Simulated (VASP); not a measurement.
Here is a VASP 6.6.1 calculation.

INCAR

```
SYSTEM = Si2Mo
PREC = Accurate
ENCUT = 600
EDIFF = 1E-6
ISMEAR = -1
SIGMA = 0.05
LREAL = .False.
LASPH = .True.
NELM = 80
ALGO = Normal
ISIF = 3
LWAVE = .False.
LCHARG = .False.
GGA = PE
IBRION = 2
NSW = 32
EDIFFG = -0.005
PSTRESS = 280.0
```

KPOINTS

```
Automatic mesh
0
Gamma
  9 9 7
  0 0 0
```

The input POSCAR:

```
Si2Mo
1.0
    4.1146018074      0.0000000000      0.0000000000
   -2.0573009037      3.5633496916      0.0000000000
    0.0000000000      0.0000000000      2.5295469428
Mo Si
1 2
Direct
    0.0000000000      0.0000000000      0.0000000000
    0.3333333333      0.6666666667      0.5000000000
    0.6666666667      0.3333333333      0.5000000000
```

Potentials or basis: VASP PAW PBE potentials, release 64 (Mo_sv, Si).

The run is started by

```console
$ cat potpaw_PBE.64/Mo_sv/POTCAR potpaw_PBE.64/Si/POTCAR > POTCAR
$ mpirun -np 1 vasp_std > vasp.out
```

**Question.** What does it give for the space group after relaxing (to 0.1 Å)?

**Answer.** P6/mmm (No. 191).

**Question.** What does it give for the relaxed cell?

**Answer.** a = 4.115 Å, b = 4.115 Å, c = 2.530 Å, α = 90.00°, β = 90.00°, γ = 120.00°.

Step by step:
```
step  energy change (eV)  largest force (eV/Å)  pressure (GPa)  volume (Å³)
   1              0.0000                0.0000           28.09        37.09
   2             -0.0064                0.0000           27.78        37.12
   3             -0.0026                0.0000           27.97        37.10
```

Caveat: the cell is relaxed towards a set pressure, so the run minimises the enthalpy, not the energy.
